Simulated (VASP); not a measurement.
# KCl (Pm-3m) in VASP: further runs, part 2 of 2

VASP 6.6.1.

## (4) Single point, LDA

This run uses another cell than the first one, of 24.05 Å³/atom, 0.897 times its volume.

Input file INCAR:

```
ALGO = Normal ; EDIFF = 1E-6
ENCUT = 520 ; GGA = CA
ISIF = 2 ; ISMEAR = -1
LASPH = True ; LCHARG = False
LREAL = False ; LWAVE = False
NBANDS = 15 ; NELM = 60
PREC = Accurate ; SIGMA = 0.02
```

Input file KPOINTS:

```
k-points
0
Gamma
  6 6 6
```

Input file POSCAR:

```
KCl
1.0
    3.6370135688      0.0000000000      0.0000000000
    0.0000000000      3.6370135688      0.0000000000
    0.0000000000      0.0000000000      3.6370135688
K Cl
1 1
Direct
    0.0000000000      0.0000000000      0.0000000000
    0.5000000000      0.5000000000      0.5000000000
```

Potentials or basis: VASP PAW LDA potentials, release 64 (K_sv, Cl).

Run with:

```
$ cat potpaw_LDA.64/K_sv/POTCAR potpaw_LDA.64/Cl/POTCAR > POTCAR
$ mpirun -np 1 vasp_std > vasp.out
```

Wall time 9.8 s (1 thread of Intel Xeon Platinum 8488C (Sapphire Rapids), shared host); peak memory 0.14 GiB.

It converged, with:

| Property | Result |
| --- | --- |
| Free energy | -7.3481 eV |
| Pressure | 0.1 GPa |
| Band gap on the k mesh | 5.12 eV, indirect (least direct gap 5.36 eV) |

Levels at points of the mesh, in eV from the valence-band top:
| k point | band 5 | band 6 | band 7 | band 8 | band 9 | band 10 | band 11 | band 12 |
| --- | --- | --- | --- | --- | --- | --- | --- | --- |
| (0.00, 0.00, 0.00) | -11.04 | -0.24 | -0.24 | -0.24 | 5.12 | 6.03 | 6.03 | 10.89 |
| (0.50, 0.00, 0.00) | -10.83 | -2.33 | -0.31 | -0.31 | 7.63 | 8.17 | 8.85 | 9.90 |
| (0.50, 0.50, 0.00) | -10.93 | -1.49 | -1.49 | 0.00 | 5.88 | 7.16 | 8.81 | 8.81 |
| (0.50, 0.50, 0.50) | -11.32 | -1.81 | -1.81 | -1.81 | 8.99 | 8.99 | 8.99 | 10.41 |

A k mesh can miss the band edges. Expect the measured gap to be larger: semilocal functionals such as LDA lack the derivative discontinuity.

## (5) Single point, PBEsol

This run uses another cell than the first one, of 26.13 Å³/atom, 0.974 times its volume.

Input file INCAR:

```
SYSTEM = KCl
PREC     = Accurate       ! precision mode
ENCUT    = 520            ! plane-wave cutoff, eV
EDIFF    = 1E-6           ! SCF threshold, eV
ISMEAR   = -1             ! smearing method
SIGMA    = 0.02           ! smearing width, eV
LREAL    = .False.        ! projectors in reciprocal space
LASPH    = .True.         ! aspherical terms in the spheres
NELM     = 100            ! most SCF steps
ALGO     = Normal         ! electronic algorithm
ISIF     = 2              ! what is computed and relaxed
LWAVE    = .False.        ! write WAVECAR
LCHARG   = .False.        ! write CHGCAR
GGA      = PS             ! functional
NBANDS   = 15             ! bands
```

Input file KPOINTS:

```
regular mesh
0
Gamma
  6 6 6
  0 0 0
```

Input file POSCAR:

```
KCl
1.0
    3.7387602748      0.0000000000      0.0000000000
    0.0000000000      3.7387602748      0.0000000000
    0.0000000000      0.0000000000      3.7387602748
K Cl
1 1
Direct
    0.0000000000      0.0000000000      0.0000000000
    0.5000000000      0.5000000000      0.5000000000
```

Potentials or basis: VASP PAW PBE potentials, release 64 (K_sv, Cl).

Run with:

```
$ cat potpaw_PBE.64/K_sv/POTCAR potpaw_PBE.64/Cl/POTCAR > POTCAR
$ mpirun -np 1 vasp_std > vasp.out
```

OUTCAR:

```text
SYSTEM = KCl
   PREC = Accurate
   ENCUT = 520
   EDIFF = 1E-6
   ISMEAR = -1
   LREAL = .False.
   LASPH = .True.
   NELM = 100
   ISIF = 2
   GGA = PS

 ion  position               nearest neighbor table
   1  0.000  0.000  0.000-   2 3.24   2 3.24   2 3.24   2 3.24   2 3.24   2 3.24   2 3.24   2 3.24

   2  0.500  0.500  0.500-   1 3.24   1 3.24   1 3.24   1 3.24   1 3.24   1 3.24   1 3.24   1 3.24

  LATTYP: Found a simple cubic cell.
 ALAT       =     3.7387602748

  Lattice vectors:

 A1 = (   3.7387602748,   0.0000000000,   0.0000000000)
 A2 = (   0.0000000000,   3.7387602748,   0.0000000000)
 A3 = (   0.0000000000,   0.0000000000,   3.7387602748)

Analysis of symmetry for initial positions (statically):
=====================================================================
 Subroutine PRICEL returns:
 Original cell was already a primitive cell.

 Routine SETGRP: Setting up the symmetry group for a
 simple cubic supercell.

 Subroutine GETGRP returns: Found 48 space group operations
 (whereof 48 operations were pure point group operations)
 out of a pool of 48 trial point group operations.

The static configuration has the point symmetry O_h .

Analysis of symmetry for dynamics (positions and initial velocities):
=====================================================================
 Subroutine PRICEL returns:
 Original cell was already a primitive cell.

 Routine SETGRP: Setting up the symmetry group for a
 simple cubic supercell.

 Subroutine GETGRP returns: Found 48 space group operations
 (whereof 48 operations were pure point group operations)
 out of a pool of 48 trial point group operations.

The dynamic configuration has the point symmetry O_h .

 Subroutine INISYM returns: Found 48 space group operations
 (whereof 48 operations are pure point group operations),
 and found     1 'primitive' translations

----------------------------------------------------------------------------------------

                                     Primitive cell

  volume of cell :      52.2616

  direct lattice vectors                    reciprocal lattice vectors
     3.738760275  0.000000000  0.000000000     0.267468339  0.000000000  0.000000000
     0.000000000  3.738760275  0.000000000     0.000000000  0.267468339  0.000000000
     0.000000000  0.000000000  3.738760275     0.000000000  0.000000000  0.267468339

  length of vectors
     3.738760275  3.738760275  3.738760275     0.267468339  0.267468339  0.267468339

  position of ions in fractional coordinates (direct lattice)
     0.000000000  0.000000000  0.000000000
     0.500000000  0.500000000  0.500000000

  ion indices of the primitive-cell ions
   primitive index   ion index
                 1           1
                 2           2

----------------------------------------------------------------------------------------

 KPOINTS: regular mesh

Automatic generation of k-mesh.
 Grid dimensions read from file:
[... 24 lines left out ...]
  0.333333  0.000000  0.000000      6.000000
  0.500000  0.000000  0.000000      3.000000
  0.166667  0.166667  0.000000     12.000000
  0.333333  0.166667  0.000000     24.000000
[... 12 lines left out ...]
  0.500000  0.500000  0.333333      6.000000
  0.500000  0.500000  0.500000      1.000000
   k-points           NKPTS =     20   k-points in BZ     NKDIM =     20   number of bands    NBANDS=     15
   number of dos      NEDOS =    301   number of ions     NIONS =      2
   total plane-waves  NPLWV =  21952
   dimension x,y,z NGX =    28 NGY =   28 NGZ =   28
   dimension x,y,z NGXF=    56 NGYF=   56 NGZF=   56
   ions per type =               1   1
   NGX,Y,Z   is equivalent  to a cutoff of  12.45, 12.45, 12.45 a.u.
   NGXF,Y,Z  is equivalent  to a cutoff of  24.90, 24.90, 24.90 a.u.
 SYSTEM =  KCl
   PREC   = accura    normal or accurate (medium, high low for compatibility)
   ISTART =      0    job   : 0-new  1-cont  2-samecut
   ICHARG =      2    charge: 1-file 2-atom 10-const
   ISPIN  =      1    spin polarized calculation?
   LNONCOLLINEAR =      F non collinear calculations
   LSORBIT =      F    spin-orbit coupling
   LASPH  =      T    aspherical Exc in radial PAW
   ENCUT  =  520.0 eV  38.22 Ry    6.18 a.u.   6.95  6.95  6.95*2*pi/ulx,y,z
   NELM   =    100;   NELMIN=  2; NELMDL= -5     # of ELM steps
   EDIFF  = 0.1E-05   stopping-criterion for ELM
   LREAL  =      F    real-space projection
   EDIFFG = 0.1E-04   stopping-criterion for IOM
   NSW    =      0    number of steps for IOM
   IBRION =     -1    ionic relax: 0-MD 1-quasi-New 2-CG
   NFREE  =      0    steps in history (QN), initial steepest desc. (CG)
   ISIF   =      2    stress and relaxation
   ISYM   =      2    0-nonsym 1-usesym 2-fastsym
   POTIM  = 0.5000    time-step for ionic-motion
   TEBEG  =    0.0;   TEEND  =   0.0 temperature during run
   PSTRESS=    0.0 pullay stress
   NELECT =      16.0000    total number of electrons
   NUPDOWN=      -1.0000    fix difference up-down
   EMIN   =  10.00;   EMAX   =-10.00  energy-range for DOS
   EFERMI =   0.00;   METHOD = LEGACY
   ISMEAR =    -1;   SIGMA  =   0.02  broadening in eV -4-tet -1-fermi 0-gaus
   EFERMI_NEDOS =   21; number of points for ismear=-14 and -15
   IALGO  =     38    algorithm
   IMIX   =      4    mixing-type and parameters
     AMIX     =   0.40;   BMIX     =  1.00
     AMIX_MAG =   1.60;   BMIX_MAG =  1.00
  volume/ion in A,a.u.               =      26.13       176.34
  Fermi-wavevector in a.u.,A,eV,Ry     =   1.103368  2.085064 16.564029  1.217422
  Thomas-Fermi vector in A             =   2.239825
   LORBIT       =      0    0 simple, 1 ext, 2 COOP (PROOUT), +10 PAW based schemes
   GGA     = PS    functional components
   LHFCALC =     F    Hartree Fock is set to
   AEXX    =    0.0000 exact exchange contribution
   IVDW    =     0    specifies the selected vdW correction
   LEPSILON=     F    determine dielectric tensor
   LRPA    =     F    only Hartree local field effects (RPA)
 non-spin polarized calculation
  energy-cutoff  :      520.00
  volume of cell :       52.26
 maximum number of plane-waves:      1434
 NGX is ok and might be reduce to    28
   NGX = 13   NGY = 13   NGZ = 13

 number of electron      15.9999998 magnetization

 Free energy of the ion-electron system (eV)
  ---------------------------------------------------
  ext. energy  EPLUGINS =         0.00000000
  ---------------------------------------------------
  free energy    TOTEN  =        -6.91527472 eV

  energy without entropy =       -6.91527472  energy(sigma->0) =       -6.91527472

 E-fermi :  -0.0901     XC(G=0):  -8.6296

 val. band max:       -0.4967761630   @ k =   0.5000   0.5000   0.0000
 cond. band min:       4.4546329128   @ k =   0.0000   0.0000   0.0000
 fundamental gap:      4.9514090757
 Fermi energy:        -0.0900893543

 k-point     1 :       0.0000    0.0000    0.0000
  band No.  band energies     occupation
      1     -28.2583      2.00000
      2     -13.2054      2.00000
      3     -11.6920      2.00000
      4     -11.6920      2.00000
      5     -11.6920      2.00000
      6      -0.7201      2.00000
      7      -0.7201      2.00000
      8      -0.7201      2.00000
      9       4.4546      0.00000
     10       5.8577      0.00000
     11       5.8577      0.00000
     12      10.3354      0.00000
     13      10.3354      0.00000
     14      10.3354      0.00000
[... 329 lines left out ...]
      2     -12.7026      2.00000
      3     -11.9102      2.00000
      4     -11.9102      2.00000
      5     -11.9102      2.00000
      6      -2.0383      2.00000
      7      -2.0383      2.00000
      8      -2.0383      2.00000
      9       8.4021      0.00000
     10       8.4021      0.00000
     11       8.4021      0.00000
     12       9.6820      0.00000
     13       9.6820      0.00000
     14       9.6820      0.00000
     15      12.1655      0.00000

------------------------ aborting loop because EDIFF is reached ----------------------------------------

  FORCE on cell =-STRESS in cart. coord.  units (eV):
  Direction    XX          YY          ZZ          XY          YZ          ZX
  --------------------------------------------------------------------------------------
  -------------------------------------------------------------------------------------
  Total        0.0105184      0.0105184      0.0105184      0.0000000     -0.0000000     -0.0000000
  in kB        0.3224616      0.3224616      0.3224616      0.0000000     -0.0000000     -0.0000000
  external PRESSURE =       0.3224616 kB  Pullay stress =       0.0000000 kB

 VOLUME and BASIS-vectors are now :
 -----------------------------------------------------------------------------
  energy-cutoff  :      520.00
  volume of cell :       52.26
      direct lattice vectors                 reciprocal lattice vectors
     3.738760275  0.000000000  0.000000000     0.267468339  0.000000000  0.000000000
     0.000000000  3.738760275  0.000000000     0.000000000  0.267468339  0.000000000
     0.000000000  0.000000000  3.738760275     0.000000000  0.000000000  0.267468339

 POSITION                                       TOTAL-FORCE (eV/Angst)
 -----------------------------------------------------------------------------------
      0.00000      0.00000      0.00000         0.000000      0.000000      0.000000
      1.86938      1.86938      1.86938         0.000000      0.000000      0.000000
 -----------------------------------------------------------------------------------
    total drift:                               -0.000000      0.000000      0.000000

  FREE ENERGIE OF THE ION-ELECTRON SYSTEM (eV)
  ---------------------------------------------------
  free  energy   TOTEN  =        -6.9152747164 eV

  energy  without entropy=       -6.9152747164  energy(sigma->0) =       -6.91527472
```

Run time: 9.1 s. Hardware: 1 thread of Intel Xeon Platinum 8488C (Sapphire Rapids), shared host; peak memory 0.16 GiB.

What came out:

| Property | Result |
| --- | --- |
| Free energy | -6.9153 eV |
| Pressure | 0.0 GPa |
| Band gap on the k mesh | 4.95 eV, indirect (least direct gap 5.17 eV) |

Caveat: the PAW data sets were made with another functional, which shifts forces and pressure a little.

## (6) Single point, PBE

This run uses another cell than the first one, of 28.19 Å³/atom, 1.051 times its volume.

Input file INCAR:

```
PREC = Accurate
ENCUT = 520
EDIFF = 1E-6
ISMEAR = -1
SIGMA = 0.02
LREAL = False
LASPH = True
NELM = 80
ALGO = Normal
ISIF = 2
LWAVE = False
LCHARG = True
GGA = PE
LELF = True
LVHAR = True
NBANDS = 15
```

Input file KPOINTS:

```
regular mesh
0
Gamma
  6 6 6
```

Input file POSCAR:

```
KCl
1.0
    3.8344708363      0.0000000000      0.0000000000
    0.0000000000      3.8344708363      0.0000000000
    0.0000000000      0.0000000000      3.8344708363
K Cl
1 1
Direct
    0.0000000000      0.0000000000      0.0000000000
    0.5000000000      0.5000000000      0.5000000000
```

Potentials or basis: VASP PAW PBE potentials, release 64 (K_sv, Cl).

Run with:

```
$ cat potpaw_PBE.64/K_sv/POTCAR potpaw_PBE.64/Cl/POTCAR > POTCAR
$ mpirun -np 1 vasp_std > vasp.out
```

OUTCAR:

```text
PREC = Accurate
   ENCUT = 520
   EDIFF = 1E-6
   ISMEAR = -1
   LREAL = False
   LASPH = True
   NELM = 80
   ISIF = 2
   GGA = PE

 ion  position               nearest neighbor table
   1  0.000  0.000  0.000-
   2  0.500  0.500  0.500-

  LATTYP: Found a simple cubic cell.
 ALAT       =     3.8344708363

  Lattice vectors:

 A1 = (   3.8344708363,   0.0000000000,   0.0000000000)
[... 536 lines left out ...]
     14       9.0830      0.00000
     15      11.4323      0.00000

------------------------ aborting loop because EDIFF is reached ----------------------------------------

  FORCE on cell =-STRESS in cart. coord.  units (eV):
  Direction    XX          YY          ZZ          XY          YZ          ZX
  --------------------------------------------------------------------------------------
  -------------------------------------------------------------------------------------
  Total        0.0086044      0.0086044      0.0086044     -0.0000000      0.0000000     -0.0000000
  in kB        0.2445212      0.2445212      0.2445212     -0.0000000      0.0000000     -0.0000000
  external PRESSURE =       0.2445212 kB  Pullay stress =       0.0000000 kB

 VOLUME and BASIS-vectors are now :
 -----------------------------------------------------------------------------
  energy-cutoff  :      520.00
  volume of cell :       56.38
      direct lattice vectors                 reciprocal lattice vectors
     3.834470836  0.000000000  0.000000000     0.260792178  0.000000000  0.000000000
     0.000000000  3.834470836  0.000000000     0.000000000  0.260792178  0.000000000
     0.000000000  0.000000000  3.834470836     0.000000000  0.000000000  0.260792178

 POSITION                                       TOTAL-FORCE (eV/Angst)
 -----------------------------------------------------------------------------------
      0.00000      0.00000      0.00000         0.000000      0.000000      0.000000
      1.91724      1.91724      1.91724         0.000000      0.000000      0.000000
 -----------------------------------------------------------------------------------
    total drift:                                0.000000      0.000000     -0.000000

  FREE ENERGIE OF THE ION-ELECTRON SYSTEM (eV)
  ---------------------------------------------------
  free  energy   TOTEN  =        -6.6552406632 eV

  energy  without entropy=       -6.6552406632  energy(sigma->0) =       -6.65524066
```

stdout:

```text
POSCAR found type information on POSCAR K Cl
 POSCAR found :  2 types and       2 ions
 scaLAPACK will be used
 LDA part: xc-table for (Slater+PW92), standard interpolation
 POSCAR, INCAR and KPOINTS ok, starting setup
 FFT: planning ... GRIDC
 FFT: planning ... GRID_SOFT
 FFT: planning ... GRID
 WAVECAR not read
 entering main loop
```

Wall time 18 s (1 thread of Intel Xeon Platinum 8488C (Sapphire Rapids), shared host); peak memory 0.17 GiB.

What came out:

```yaml
Free_energy: -6.6552 eV
Pressure: 0.0 GPa
Band_gap_on_the_k_mesh: 4.81 eV, indirect (least direct gap 5.02 eV)
```

Levels at points of the mesh, in eV from the valence-band top:
| k point | band 4 | band 5 | band 6 | band 7 | band 8 | band 9 | band 10 | band 11 | band 12 | band 13 |
| --- | --- | --- | --- | --- | --- | --- | --- | --- | --- | --- |
| (0.00, 0.00, 0.00) | -11.44 | -11.44 | -0.20 | -0.20 | -0.20 | 4.81 | 6.57 | 6.57 | 10.65 | 10.65 |
| (0.50, 0.00, 0.00) | -11.41 | -11.29 | -1.76 | -0.21 | -0.21 | 7.72 | 7.91 | 8.26 | 10.14 | 10.50 |
| (0.50, 0.50, 0.00) | -11.67 | -11.39 | -1.20 | -1.20 | 0.00 | 6.19 | 7.29 | 8.94 | 8.94 | 11.37 |
| (0.50, 0.50, 0.50) | -11.61 | -11.61 | -1.31 | -1.31 | -1.31 | 8.82 | 8.82 | 8.82 | 9.90 | 9.90 |

A k mesh can miss the band edges. A hybrid or GW would open this gap; PBE tends to underestimate it.

## (7) Overview

| level | potentials or basis | cell | k mesh | smearing | gap on the mesh (eV) | pressure (GPa) |
| --- | --- | --- | --- | --- | --- | --- |
| PBE | VASP PAW PBE potentials, release 64 (K_sv, Cl) | a = 3.771 Å, 2 atoms | 4 × 4 × 4 | gaussian 0.01 eV | 5.03 | 1.1 |
| LDA | VASP PAW LDA potentials, release 64 (K_sv, Cl) | a = 3.637 Å, 2 atoms | 6 × 6 × 6 | fermi-dirac 0.02 eV | 5.12 | 0.1 |
| PBEsol | VASP PAW PBE potentials, release 64 (K_sv, Cl) | a = 3.739 Å, 2 atoms | 6 × 6 × 6 | fermi-dirac 0.02 eV | 4.95 | 0.0 |
| PBE | VASP PAW PBE potentials, release 64 (K_sv, Cl) | a = 3.834 Å, 2 atoms | 6 × 6 × 6 | fermi-dirac 0.02 eV | 4.81 | 0.0 |

Alike in all rows: task single point; no spin polarisation; cutoff (eV) 520.

Caveats: the PAW data sets were made with another functional, which shifts forces and pressure a little (some runs).

Total energies depend on the potentials used, so only differences within one code and one set of settings carry meaning.
